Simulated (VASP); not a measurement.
# Mn (Pm-3m) in VASP: further runs

The runs below take Mn through single point, with r2SCAN.

Everything below comes from runs of VASP 6.6.1. Logs are shortened: lines on timing, memory, paths and dates and some standing lists are left out, and cuts for length are marked.

**1. The cell of the first run**

It takes space group Pm-3m (No. 221, cubic). Conventional cell: a = 2.520 Å, b = 2.520 Å, c = 2.520 Å, α = 90.00°, β = 90.00°, γ = 90.00°. Mn (site symmetry m-3m) has 6 Mn at 2.52 Å within 3.3 Å.

**2. Single point, r2SCAN, collinear spin, antiferromagnetic start (volume scaled by 0.96)**

Input file POSCAR:

```
Mn
1.0
    0.0000000000      2.5198483032      2.5198483032
    2.5198483032      0.0000000000      2.5198483032
    2.5198483032      2.5198483032      0.0000000000
Mn
2
Direct
    1.0000000000      0.0000000000      0.0000000000
    0.5000000000      0.5000000000      0.5000000000
```

Input file INCAR.step1:

```
PREC = Accurate ; ENCUT = 520
ISMEAR = -1 ; SIGMA = 0.05
LREAL = False ; LASPH = True
NELM = 150 ; ISPIN = 2
MAGMOM = 3.708 -3.708 ; LMAXMIX = 4
NBANDS = 24 ; GGA = PE
ALGO = Normal ; EDIFF = 1E-4
LWAVE = True ; LCHARG = False
```

Input file INCAR.step2:

```
PREC = Accurate ; ENCUT = 520
EDIFF = 1E-6 ; ISMEAR = -1
SIGMA = 0.05 ; LREAL = False
LASPH = True ; NELM = 150
ALGO = Normal ; ISIF = 2
LWAVE = False ; LCHARG = False
ISPIN = 2 ; MAGMOM = 3.708 -3.708
LORBIT = 11 ; LMAXMIX = 4
METAGGA = R2SCAN ; LMIXTAU = True
NBANDS = 24 ; ISTART = 1
```

Input file KPOINTS:

```
regular mesh
0
Gamma
  12 12 12
```

Potentials or basis: VASP PAW PBE potentials, release 64 (Mn_pv).

Started as:

```
$ cat potpaw_PBE.64/Mn_pv/POTCAR > POTCAR
$ cp INCAR.step1 INCAR
$ mpirun -np 1 vasp_std > vasp.out
$ cp INCAR.step2 INCAR
$ mpirun -np 1 vasp_std > vasp.out
```

OUTCAR:

```text
PREC = Accurate
   ENCUT = 520
   EDIFF = 1E-6
   ISMEAR = -1
   LREAL = False
   LASPH = True
   NELM = 150
   ISIF = 2
   ISPIN = 2
   LORBIT = 11
   METAGGA = R2SCAN
   ISTART = 1

 ion  position               nearest neighbor table
   1  0.000  0.000  0.000-   2 2.52   2 2.52   2 2.52   2 2.52   2 2.52   2 2.52
   2  0.500  0.500  0.500-   1 2.52   1 2.52   1 2.52   1 2.52   1 2.52   1 2.52

  LATTYP: Found a face centered cubic cell.
 ALAT       =     5.0396966064

  Lattice vectors:

 A1 = (   0.0000000000,   2.5198483032,   2.5198483032)
 A2 = (   2.5198483032,   0.0000000000,   2.5198483032)
 A3 = (   2.5198483032,   2.5198483032,   0.0000000000)

Analysis of symmetry for initial positions (statically):
=====================================================================
 Subroutine PRICEL returns following result:

  LATTYP: Found a simple cubic cell.
 ALAT       =     2.5198483032

  Lattice vectors:

 A1 = (  -2.5198483032,   0.0000000000,   0.0000000000)
 A2 = (   0.0000000000,   0.0000000000,   2.5198483032)
 A3 = (   0.0000000000,   2.5198483032,   0.0000000000)

   2 primitive cells build up your supercell.

 Routine SETGRP: Setting up the symmetry group for a
 face centered cubic supercell.

 Subroutine GETGRP returns: Found 48 space group operations
 (whereof 48 operations were pure point group operations)
 out of a pool of 48 trial point group operations.

The static configuration has the point symmetry O_h .

Analysis of symmetry for dynamics (positions and initial velocities):
=====================================================================
 Subroutine PRICEL returns following result:

  LATTYP: Found a simple cubic cell.
 ALAT       =     2.5198483032

  Lattice vectors:

 A1 = (  -2.5198483032,   0.0000000000,   0.0000000000)
 A2 = (   0.0000000000,   0.0000000000,   2.5198483032)
 A3 = (   0.0000000000,   2.5198483032,   0.0000000000)

   2 primitive cells build up your supercell.

 Routine SETGRP: Setting up the symmetry group for a
 face centered cubic supercell.

 Subroutine GETGRP returns: Found 48 space group operations
 (whereof 48 operations were pure point group operations)
 out of a pool of 48 trial point group operations.

The dynamic configuration has the point symmetry O_h .

Analysis of structural, dynamic, and magnetic symmetry:
=====================================================================
 Subroutine PRICEL returns following result:

  LATTYP: Found a simple cubic cell.
 ALAT       =     2.5198483032

  Lattice vectors:

 A1 = (  -2.5198483032,   0.0000000000,   0.0000000000)
 A2 = (   0.0000000000,   0.0000000000,   2.5198483032)
 A3 = (   0.0000000000,   2.5198483032,   0.0000000000)

   2 primitive cells build up your supercell.

 Routine SETGRP: Setting up the symmetry group for a
 face centered cubic supercell.

 Subroutine GETGRP returns: Found 48 space group operations
 (whereof 48 operations were pure point group operations)
 out of a pool of 48 trial point group operations.

The overall configuration has the point symmetry O_h .

 Subroutine INISYM returns: Found 48 space group operations
 (whereof 48 operations are pure point group operations),
 and found     2 'primitive' translations

----------------------------------------------------------------------------------------

                                     Primitive cell

  volume of cell :      16.0001

  direct lattice vectors                    reciprocal lattice vectors
    -2.519848303  0.000000000  0.000000000    -0.396849286  0.000000000  0.000000000
     0.000000000  0.000000000  2.519848303     0.000000000  0.000000000  0.396849286
     0.000000000  2.519848303  0.000000000     0.000000000  0.396849286  0.000000000

  length of vectors
     2.519848303  2.519848303  2.519848303     0.396849286  0.396849286  0.396849286

  position of ions in fractional coordinates (direct lattice)
     0.000000000  0.000000000  0.000000000

  ion indices of the primitive-cell ions
   primitive index   ion index
                 1           1

----------------------------------------------------------------------------------------

 KPOINTS: regular mesh

Automatic generation of k-mesh.
 Grid dimensions read from file:
 generate k-points for:   12   12   12

 Generating k-lattice:

  Cartesian coordinates                     Fractional coordinates (reciprocal lattice)
    -0.016535387  0.016535387  0.016535387     0.083333333  0.000000000  0.000000000
     0.016535387 -0.016535387  0.016535387     0.000000000  0.083333333  0.000000000
     0.016535387  0.016535387 -0.016535387     0.000000000  0.000000000  0.083333333

  Length of vectors
     0.028640130  0.028640130  0.028640130

  Shift w.r.t. Gamma in fractional coordinates (k-lattice)
     0.000000000  0.000000000  0.000000000

 Subroutine IBZKPT returns following result:
 ===========================================

 Found     72 irreducible k-points:

 Following reciprocal coordinates:
            Coordinates               Weight
  0.000000  0.000000  0.000000      1.000000
  0.083333  0.000000  0.000000      8.000000
  0.166667  0.000000  0.000000      8.000000
  0.250000  0.000000  0.000000      8.000000
  0.333333  0.000000  0.000000      8.000000
  0.416667  0.000000  0.000000      8.000000
[... 16 lines left out ...]
  0.500000  0.166667  0.000000     24.000000
 -0.416667  0.166667  0.000000     24.000000
 [... further k-points ...]
   k-points           NKPTS =     72   k-points in BZ     NKDIM =     72   number of bands    NBANDS=     24
   number of dos      NEDOS =    301   number of ions     NIONS =      2
   total plane-waves  NPLWV =  21952
   dimension x,y,z NGX =    28 NGY =   28 NGZ =   28
   dimension x,y,z NGXF=    56 NGYF=   56 NGZF=   56
   ions per type =               2
   NGX,Y,Z   is equivalent  to a cutoff of  13.06, 13.06, 13.06 a.u.
   NGXF,Y,Z  is equivalent  to a cutoff of  26.12, 26.12, 26.12 a.u.
 SYSTEM =  unknown system
   PREC   = accura    normal or accurate (medium, high low for compatibility)
   ISTART =      1    job   : 0-new  1-cont  2-samecut
   ICHARG =      0    charge: 1-file 2-atom 10-const
   ISPIN  =      2    spin polarized calculation?
   LNONCOLLINEAR =      F non collinear calculations
   LSORBIT =      F    spin-orbit coupling
   LASPH  =      T    aspherical Exc in radial PAW
   ENCUT  =  520.0 eV  38.22 Ry    6.18 a.u.   6.63  6.63  6.63*2*pi/ulx,y,z
   NELM   =    150;   NELMIN=  2; NELMDL=  0     # of ELM steps
   EDIFF  = 0.1E-05   stopping-criterion for ELM
   LREAL  =      F    real-space projection
   EDIFFG = 0.1E-04   stopping-criterion for IOM
   NSW    =      0    number of steps for IOM
   IBRION =     -1    ionic relax: 0-MD 1-quasi-New 2-CG
   NFREE  =      0    steps in history (QN), initial steepest desc. (CG)
   ISIF   =      2    stress and relaxation
   ISYM   =      2    0-nonsym 1-usesym 2-fastsym
   POTIM  = 0.5000    time-step for ionic-motion
   TEBEG  =    0.0;   TEEND  =   0.0 temperature during run
   PSTRESS=    0.0 pullay stress
   NELECT =      26.0000    total number of electrons
   NUPDOWN=      -1.0000    fix difference up-down
   EMIN   =  10.00;   EMAX   =-10.00  energy-range for DOS
   EFERMI =   0.00;   METHOD = LEGACY
   ISMEAR =    -1;   SIGMA  =   0.05  broadening in eV -4-tet -1-fermi 0-gaus
   EFERMI_NEDOS =   21; number of points for ismear=-14 and -15
   IALGO  =     38    algorithm
   IMIX   =      4    mixing-type and parameters
     AMIX     =   0.40;   BMIX     =  1.00
     AMIX_MAG =   1.60;   BMIX_MAG =  1.00
  volume/ion in A,a.u.               =      16.00       107.97
  Fermi-wavevector in a.u.,A,eV,Ry     =   1.527618  2.886780 31.750801  2.333618
  Thomas-Fermi vector in A             =   2.635490
   LORBIT       =     11    0 simple, 1 ext, 2 COOP (PROOUT), +10 PAW based schemes
   METAGGA = R2SCAN    functional components
   LHFCALC =     F    Hartree Fock is set to
   AEXX    =    0.0000 exact exchange contribution
   IVDW    =     0    specifies the selected vdW correction
   LEPSILON=     F    determine dielectric tensor
   LRPA    =     F    only Hartree local field effects (RPA)
 spin polarized calculation
  energy-cutoff  :      520.00
  volume of cell :       32.00
 maximum number of plane-waves:       883
   NGX = 13   NGY = 13   NGZ = 13

 number of electron      26.0000022 magnetization       0.0000000

 number of electron      26.0000022 magnetization      -0.0000000

 Free energy of the ion-electron system (eV)
  ---------------------------------------------------
  ext. energy  EPLUGINS =         0.00000000
  ---------------------------------------------------
  free energy    TOTEN  =       -28.38826536 eV

  energy without entropy =      -28.36169655  energy(sigma->0) =      -28.37498096

 E-fermi :   7.0821     XC(G=0): -12.6140

 val. band max:        7.0778236564   @ k =  -0.3333   0.3333   0.1667
 cond. band min:       7.0909440859   @ k =   0.3333   0.2500   0.0833
 fundamental gap:      0.0131204295
 Fermi energy:         7.0820882551

 spin component 1

 k-point     1 :       0.0000    0.0000    0.0000
  band No.  band energies     occupation
      1     -45.6366      1.00000
      2     -45.6366      1.00000
      3     -45.6365      1.00000
      4     -40.6368      1.00000
      5     -40.6368      1.00000
      6     -40.6364      1.00000
[... 16 lines left out ...]
     23      22.1960      0.00000
     24      22.1960      0.00000

 k-point     2 :       0.0833    0.0000    0.0000
  band No.  band energies     occupation
      1     -45.6373      1.00000
      2     -45.6366      1.00000
      3     -45.6365      1.00000
      4     -40.6383      1.00000
      5     -40.6373      1.00000
      6     -40.6370      1.00000
[... 16 lines left out ...]
     23      22.4082      0.00000
     24      23.0019      0.00000
[... 565 lines left out ...]
     23      22.5146      0.00000
     24      23.7501      0.00000

 k-point    24 :      -0.4167    0.1667    0.0000
  band No.  band energies     occupation
      1     -45.6468      1.00000
      2     -45.6401      1.00000
      3     -45.6369      1.00000
      4     -40.6559      1.00000
      5     -40.6449      1.00000
      6     -40.6444      1.00000
[... 16 lines left out ...]
     23      21.9954      0.00000
     24      24.6473      0.00000

 [... further k-points ...]

 spin component 2

 k-point     1 :       0.0000    0.0000    0.0000
  band No.  band energies     occupation
      1     -45.6366      1.00000
      2     -45.6366      1.00000
      3     -45.6365      1.00000
      4     -40.6368      1.00000
      5     -40.6368      1.00000
      6     -40.6364      1.00000
[... 16 lines left out ...]
     23      22.1960      0.00000
     24      22.1960      0.00000

 k-point     2 :       0.0833    0.0000    0.0000
  band No.  band energies     occupation
      1     -45.6373      1.00000
      2     -45.6366      1.00000
      3     -45.6365      1.00000
      4     -40.6383      1.00000
      5     -40.6373      1.00000
      6     -40.6370      1.00000
[... 16 lines left out ...]
     23      22.4082      0.00000
     24      23.0019      0.00000
[... 565 lines left out ...]
     23      22.5146      0.00000
     24      23.7501      0.00000

 k-point    24 :      -0.4167    0.1667    0.0000
  band No.  band energies     occupation
      1     -45.6468      1.00000
      2     -45.6401      1.00000
      3     -45.6369      1.00000
      4     -40.6559      1.00000
      5     -40.6449      1.00000
      6     -40.6444      1.00000
[... 16 lines left out ...]
     23      21.9954      0.00000
     24      24.6473      0.00000

 [... further k-points ...]

------------------------ aborting loop because EDIFF is reached ----------------------------------------

  FORCE on cell =-STRESS in cart. coord.  units (eV):
  Direction    XX          YY          ZZ          XY          YZ          ZX
  --------------------------------------------------------------------------------------
  -------------------------------------------------------------------------------------
  Total        0.2777721      0.2777721      0.2777721     -0.0000000      0.0000000     -0.0000000
  in kB       13.9074035     13.9074035     13.9074035     -0.0000000      0.0000000     -0.0000000
  external PRESSURE =      13.9074035 kB  Pullay stress =       0.0000000 kB

 VOLUME and BASIS-vectors are now :
 -----------------------------------------------------------------------------
  energy-cutoff  :      520.00
  volume of cell :       32.00
      direct lattice vectors                 reciprocal lattice vectors
     0.000000000  2.519848303  2.519848303    -0.198424643  0.198424643  0.198424643
     2.519848303  0.000000000  2.519848303     0.198424643 -0.198424643  0.198424643
     2.519848303  2.519848303  0.000000000     0.198424643  0.198424643 -0.198424643

 POSITION                                       TOTAL-FORCE (eV/Angst)
 -----------------------------------------------------------------------------------
      0.00000      0.00000      0.00000        -0.000000      0.000000      0.000000
      2.51985      2.51985      2.51985         0.000000     -0.000000     -0.000000
 -----------------------------------------------------------------------------------
    total drift:                                0.000000      0.000000      0.000000

  FREE ENERGIE OF THE ION-ELECTRON SYSTEM (eV)
  ---------------------------------------------------
  free  energy   TOTEN  =       -28.3882653646 eV

  energy  without entropy=      -28.3616965463  energy(sigma->0) =      -28.37498096

 total charge

# of ion       s       p       d       tot
------------------------------------------
    1        0.433   6.232   4.945  11.610
    2        0.433   6.232   4.945  11.610
--------------------------------------------------
tot          0.865  12.464   9.891  23.220

 magnetization (x)

# of ion       s       p       d       tot
------------------------------------------
    1        0.099   0.026   3.543   3.669
    2       -0.099  -0.026  -3.543  -3.669
--------------------------------------------------
tot          0.000   0.000   0.000   0.000
```

Run time: 13 min. Hardware: 1 thread of Intel Xeon 8259CL, shared host; peak memory 0.23 GiB.

Results:

```yaml
Free_energy: -28.3883 eV
Pressure: 1.4 GPa
Band_gap_on_the_k_mesh: zero (filled and empty bands overlap)
Net_moment: 0.00 μB per cell
Site_moments: Mn +3.67, -3.67 μB
Valence_electrons_inside_the_program's_atomic_spheres: Mn 11.61
```

Caveat: the cell differs from its parent crystal (volume scaled by 0.96); the PAW data sets were made with another functional, which shifts forces and pressure a little.

**3. Single point, r2SCAN, collinear spin, antiferromagnetic start**

This run uses another cell than the first one, of 16.67 Å³/atom, 1.042 times its volume.

Input file POSCAR:

```
Mn
1.0
    0.0000000000      2.5543710631      2.5543710631
    2.5543710631      0.0000000000      2.5543710631
    2.5543710631      2.5543710631      0.0000000000
Mn
2
Direct
    1.0000000000      0.0000000000      0.0000000000
    0.5000000000      0.5000000000      0.5000000000
```

Input file INCAR.step1:

```
  PREC = Accurate
  ENCUT = 520
  ISMEAR = -1
  SIGMA = 0.05
  LREAL = False
  LASPH = True
  NELM = 150
  ISPIN = 2
  MAGMOM = 3 -3
  LMAXMIX = 4
  NBANDS = 24
  GGA = PE
  ALGO = Normal
  EDIFF = 1E-4
  LWAVE = True
  LCHARG = False
```

Input file INCAR.step2:

```
  PREC = Accurate
  ENCUT = 520
  EDIFF = 1E-7
  ISMEAR = -1
  SIGMA = 0.05
  LREAL = False
  LASPH = True
  NELM = 150
  ALGO = Normal
  ISIF = 2
  LWAVE = False
  LCHARG = False
  ISPIN = 2
  MAGMOM = 3 -3
  LORBIT = 11
  LMAXMIX = 4
  METAGGA = R2SCAN
  LMIXTAU = True
  NBANDS = 24
  ISTART = 1
```

KPOINTS is that of step 2.

Potentials or basis: VASP PAW PBE potentials, release 64 (Mn_pv).

Started as:

```
$ cat potpaw_PBE.64/Mn_pv/POTCAR > POTCAR
$ cp INCAR.step1 INCAR
$ mpirun -np 1 vasp_std > vasp.out
$ cp INCAR.step2 INCAR
$ mpirun -np 1 vasp_std > vasp.out
```

It took 17 min on 1 thread of Intel Xeon 8259CL, shared host; peak memory 0.24 GiB.

Results (log left out):

```yaml
Free_energy: -28.3958 eV
Pressure: 0.1 GPa
Band_gap_on_the_k_mesh: zero (filled and empty bands overlap)
Net_moment: 0.00 μB per cell
Site_moments: Mn +3.79, -3.79 μB
Valence_electrons_inside_the_program's_atomic_spheres: Mn 11.56
```

Levels at points of the mesh, in eV from the Fermi level:
Spin up:
```tsv
k point	band 11	band 12	band 13	band 14	band 15	band 16
(0.00, 0.00, 0.00)	-4.09	-4.09	1.67	1.67	1.67	2.00
(0.50, 0.00, 0.00)	-3.19	-3.19	-1.63	-0.01	-0.01	1.69
(0.50, 0.50, 0.00)	-3.12	-2.41	-2.00	1.27	2.05	2.05
```
Spin down:
| k point | band 11 | band 12 | band 13 | band 14 | band 15 | band 16 |
| --- | --- | --- | --- | --- | --- | --- |
| (0.00, 0.00, 0.00) | -4.09 | -4.09 | 1.67 | 1.67 | 1.67 | 2.00 |
| (0.50, 0.00, 0.00) | -3.19 | -3.19 | -1.63 | -0.01 | -0.01 | 1.69 |
| (0.50, 0.50, 0.00) | -3.12 | -2.41 | -2.00 | 1.27 | 2.05 | 2.05 |

Caveat: the PAW data sets were made with another functional, which shifts forces and pressure a little.
